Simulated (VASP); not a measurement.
# Tl (Im-3m) in VASP: notebook, part 2 of 2

VASP 6.6.1.

**4. Single point, r2SCAN**

This run uses another cell than the first one, of 31.55 Å³/atom, 1.052 times its volume.

The input, POSCAR:

```
Tl
1.0
   -1.9906559410      1.9906559410      1.9906559410
    1.9906559410     -1.9906559410      1.9906559410
    1.9906559410      1.9906559410     -1.9906559410
Tl
1
Direct
    0.0000000000      0.0000000000      0.0000000000
```

The input, INCAR.step1:

```
SYSTEM = Tl
PREC = Accurate
ENCUT = 520
ISMEAR = 0
SIGMA = 0.05
LREAL = .FALSE.
LASPH = .TRUE.
NELM = 80
NBANDS = 12
GGA = PE
ALGO = Normal
EDIFF = 1E-4
LWAVE = .TRUE.
LCHARG = .FALSE.
```

The input, INCAR.step2:

```
SYSTEM = Tl
PREC = Accurate
ENCUT = 520
EDIFF = 1E-7
ISMEAR = 0
SIGMA = 0.05
LREAL = .FALSE.
LASPH = .TRUE.
NELM = 80
ALGO = Normal
ISIF = 2
LWAVE = .FALSE.
LCHARG = .FALSE.
METAGGA = R2SCAN
LMIXTAU = .TRUE.
NBANDS = 12
ISTART = 1
```

The input, KPOINTS:

```
regular mesh
0
G
  14 14 14
  0 0 0
```

Potentials or basis: VASP PAW PBE potentials, release 64 (Tl_d).

Command:

```
> cat potpaw_PBE.64/Tl_d/POTCAR > POTCAR
> cp INCAR.step1 INCAR
> mpirun -np 1 vasp_std > vasp.out
> cp INCAR.step2 INCAR
> mpirun -np 1 vasp_std > vasp.out
```

OUTCAR:

```text
SYSTEM = Tl
   PREC = Accurate
   ENCUT = 520
   EDIFF = 1E-7
   ISMEAR = 0
   LREAL = .FALSE.
   LASPH = .TRUE.
   NELM = 80
   ISIF = 2
   METAGGA = R2SCAN
   ISTART = 1

 ion  position               nearest neighbor table
   1  0.000  0.000  0.000-

  LATTYP: Found a body centered cubic cell.
 ALAT       =     3.9813118820

  Lattice vectors:

 A1 = (  -1.9906559410,   1.9906559410,   1.9906559410)
 A2 = (   1.9906559410,  -1.9906559410,   1.9906559410)
 A3 = (   1.9906559410,   1.9906559410,  -1.9906559410)

Analysis of symmetry for initial positions (statically):
=====================================================================
 Subroutine PRICEL returns:
 Original cell was already a primitive cell.

 Routine SETGRP: Setting up the symmetry group for a
 body centered cubic supercell.

 Subroutine GETGRP returns: Found 48 space group operations
 (whereof 48 operations were pure point group operations)
 out of a pool of 48 trial point group operations.

The static configuration has the point symmetry O_h .

Analysis of symmetry for dynamics (positions and initial velocities):
=====================================================================
 Subroutine PRICEL returns:
 Original cell was already a primitive cell.

 Routine SETGRP: Setting up the symmetry group for a
 body centered cubic supercell.

 Subroutine GETGRP returns: Found 48 space group operations
 (whereof 48 operations were pure point group operations)
 out of a pool of 48 trial point group operations.

The dynamic configuration has the point symmetry O_h .

 Subroutine INISYM returns: Found 48 space group operations
 (whereof 48 operations are pure point group operations),
 and found     1 'primitive' translations

----------------------------------------------------------------------------------------

                                     Primitive cell

  volume of cell :      31.5536

[... 109 lines left out ...]
  Thomas-Fermi vector in A             =   2.353462
   LORBIT       =      0    0 simple, 1 ext, 2 COOP (PROOUT), +10 PAW based schemes
   METAGGA = R2SCAN    functional components
   LHFCALC =     F    Hartree Fock is set to
   AEXX    =    0.0000 exact exchange contribution
   IVDW    =     0    specifies the selected vdW correction
   LEPSILON=     F    determine dielectric tensor
   LRPA    =     F    only Hartree local field effects (RPA)
 non-spin polarized calculation
 Gauss-broadening in eV      SIGMA  =   0.05
  energy-cutoff  :      520.00
  volume of cell :       31.55
 maximum number of plane-waves:       887
 NGX is ok and might be reduce to    28
   NGX = 13   NGY = 13   NGZ = 13

 number of electron      12.9999997 magnetization

 Free energy of the ion-electron system (eV)
  ---------------------------------------------------
  ext. energy  EPLUGINS =         0.00000000
  ---------------------------------------------------
  free energy    TOTEN  =       -53.16803625 eV

  energy without entropy =      -53.16724115  energy(sigma->0) =      -53.16763870

 E-fermi :   5.6779     XC(G=0): -10.2850

 val. band max:        5.6091256780   @ k =   0.2857   0.2143   0.2143
 cond. band min:       5.6962702778   @ k =  -0.4286   0.5000   0.2857
 fundamental gap:      0.0871445998
 Fermi energy:         5.6779444493

 k-point     1 :       0.0000    0.0000    0.0000
  band No.  band energies     occupation
      1      -6.5636      2.00000
      2      -6.5636      2.00000
      3      -6.5636      2.00000
      4      -6.2107      2.00000
      5      -6.2107      2.00000
      6      -4.2410      2.00000
      7      15.6445      0.00000
      8      15.6445      0.00000
      9      15.6445      0.00000
     10      18.3461      0.00000
     11      18.3461      0.00000
     12      18.3461      0.00000
[... 331 lines left out ...]
 k-point    24 :       0.3571    0.2857    0.0000
  band No.  band energies     occupation
      1      -6.6573      2.00000
      2      -6.4189      2.00000
      3      -6.3338      2.00000
      4      -6.2016      2.00000
      5      -6.1445      2.00000
      6       0.8137      2.00000
      7       4.7859      2.00000
      8       6.0522      0.00000
      9      11.7267      0.00000
     10      18.3999      0.00000
     11      19.4902      0.00000
     12      19.7956      0.00000

 [... further k-points ...]
[... 5 lines left out ...]
  --------------------------------------------------------------------------------------
  -------------------------------------------------------------------------------------
  Total       -0.2888558     -0.2888558     -0.2888558      0.0000000      0.0000000      0.0000000
  in kB      -14.6670585    -14.6670585    -14.6670585      0.0000000      0.0000000      0.0000000
  external PRESSURE =     -14.6670585 kB  Pullay stress =       0.0000000 kB

 VOLUME and BASIS-vectors are now :
 -----------------------------------------------------------------------------
  energy-cutoff  :      520.00
  volume of cell :       31.55
      direct lattice vectors                 reciprocal lattice vectors
    -1.990655941  1.990655941  1.990655941     0.000000000  0.251173490  0.251173490
     1.990655941 -1.990655941  1.990655941     0.251173490  0.000000000  0.251173490
     1.990655941  1.990655941 -1.990655941     0.251173490  0.251173490  0.000000000

 POSITION                                       TOTAL-FORCE (eV/Angst)
 -----------------------------------------------------------------------------------
      0.00000      0.00000      0.00000        -0.000000      0.000000     -0.000000
 -----------------------------------------------------------------------------------
    total drift:                               -0.000000     -0.000000     -0.000000

  FREE ENERGIE OF THE ION-ELECTRON SYSTEM (eV)
  ---------------------------------------------------
  free  energy   TOTEN  =       -53.1680362464 eV

  energy  without entropy=      -53.1672411470  energy(sigma->0) =      -53.16763870
```

It took 2.1 min on 1 thread of Intel Xeon Platinum 8259CL at 2.50GHz (Skylake/Cascade Lake), shared host; peak memory 0.19 GiB.

Results:

| Item | Value |
| --- | --- |
| Free energy | -53.1680 eV |
| Pressure | -1.5 GPa |

Levels at points of the mesh, in eV from the Fermi level:
```
           k point  band 4  band 5  band 6  band 7  band 8  band 9
(0.00, 0.00, 0.00)  -11.89  -11.89   -9.92    9.97    9.97    9.97
(0.50, 0.00, 0.00)  -11.89  -11.66   -5.47   -2.52    5.44    7.00
(0.50, 0.50, 0.50)  -11.71  -11.71   -2.41    1.36    1.36    1.36
```

Caveat: the PAW data sets were made with another functional, which shifts forces and pressure a little; spin-orbit coupling is left out, which moves the levels of the heavy elements.

**5. Summary**

```tsv
cell	gap on the mesh (eV)	pressure (GPa)
a = 3.391 Å, angles 109.5°, 1 atom	none	0.0
a = 3.437 Å, angles 109.5°, 1 atom	none	-1.2
a = 3.448 Å, angles 109.5°, 1 atom	none	-1.5
```

Alike in all rows: task single point; level r2SCAN; potentials or basis VASP PAW PBE potentials, release 64 (Tl_d); no spin polarisation; k mesh 14 × 14 × 14; cutoff (eV) 520; smearing gaussian 0.05 eV.

Caveats: the PAW data sets were made with another functional, which shifts forces and pressure a little; spin-orbit coupling is left out, which moves the levels of the heavy elements.

Total energies depend on the potentials used, so only differences within one code and one set of settings carry meaning.
